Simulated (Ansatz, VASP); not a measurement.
**One calculation of NbPdSe3, two programs**

```
Nb Pd Se
1.0
     4.75822    0.00000    0.00000
    -2.37911    4.12074    0.00000
     0.00000    0.00000    6.18652
Nb Pd Se
1 1 3
Direct
  0.00000 0.00000 0.00000
  0.00000 0.00000 0.50000
  0.33333 0.66667 0.26232
  0.33333 0.66667 0.73768
  0.66667 0.33333 0.50000
```

Alike in both runs: task relaxation of cell and atoms; functional PBE; k mesh 6 × 6 × 4; occupations gaussian, width 0.1 eV; no spin polarisation.

|  | VASP | Ansatz |
| --- | --- | --- |
| version | VASP 6.6.1 | Ansatz 0.2.0 |
| potentials or method | VASP PAW PBE potentials, release 64 (Nb_sv, Pd, Se), cutoff 600 eV | scalar-relativistic, plane waves, PAW |
| valence electrons in the cell | 41 | 79 |

Ansatz gave:

* gap on the k mesh at the Fermi level, each at its own relaxed structure (eV): none
* relaxed volume (Å³/atom): 26.96
* relaxed length of the cell vector where the two differ most in proportion (Å): 10.332

Q: Which values does VASP return?

A: gap on the k mesh at the Fermi level, each at its own relaxed structure (eV): none; relaxed volume (Å³/atom): 25.51; relaxed length of the cell vector where the two differ most in proportion (Å): 9.730.

A gap of «none» marks a metal or a gap that the smearing closes. One of these differences is far larger than is usual between the two programs; its cause wasn't traced. VASP's potentials hold 41 valence electrons a cell and Ansatz's 79, so a difference there can come from the potentials and not from the codes.
